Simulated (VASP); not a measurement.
Te2Mo:

```
Te Mo
1.0
     6.24445    0.00000    0.00000
     0.00000    3.42212    0.00000
    -0.93400    0.00000   13.64074
Te Mo
8 4
Direct
  0.94370 0.75000 0.60450
  0.05630 0.25000 0.39550
  0.90300 0.25000 0.85140
  0.09700 0.75000 0.14860
  0.41120 0.75000 0.89550
  0.58880 0.25000 0.10450
  0.44320 0.25000 0.64840
  0.55680 0.75000 0.35160
  0.81670 0.75000 0.99260
  0.18330 0.25000 0.00740
  0.68190 0.25000 0.49340
  0.31810 0.75000 0.50660
```

Base run:

| Property | Result |
| --- | --- |
| Program | VASP 6.6.1 |
| Functional | PBE |
| Dispersion | D3(BJ) |
| Potentials or basis | VASP PAW PBE potentials, release 64 (Te, Mo_sv) |
| Cutoff | 520 eV |
| k mesh | 4 × 8 × 2 |
| Occupations | fermi-dirac, width 0.05 eV |
| Spin | no spin polarisation |

Its results: band gap on the k mesh zero (bands 52 and 53 overlap by 0.26 eV); pressure 3.6 GPa; largest force 0.820 eV/Å.

Q: The run is repeated on the same cell with these changes: functional from PBE to BLYP; dispersion from D3(BJ) to none. What comes out?

A: Band gap on the k mesh zero (bands 52 and 53 overlap by 0.24 eV); pressure 14.1 GPa; largest force 1.235 eV/Å.

Several settings changed at once.

Caveats: the cell stands under pressure; spin-orbit coupling is left out, which moves the levels of the heavy elements; the PAW data sets were made with another functional, which shifts forces and pressure a little (at least some runs).
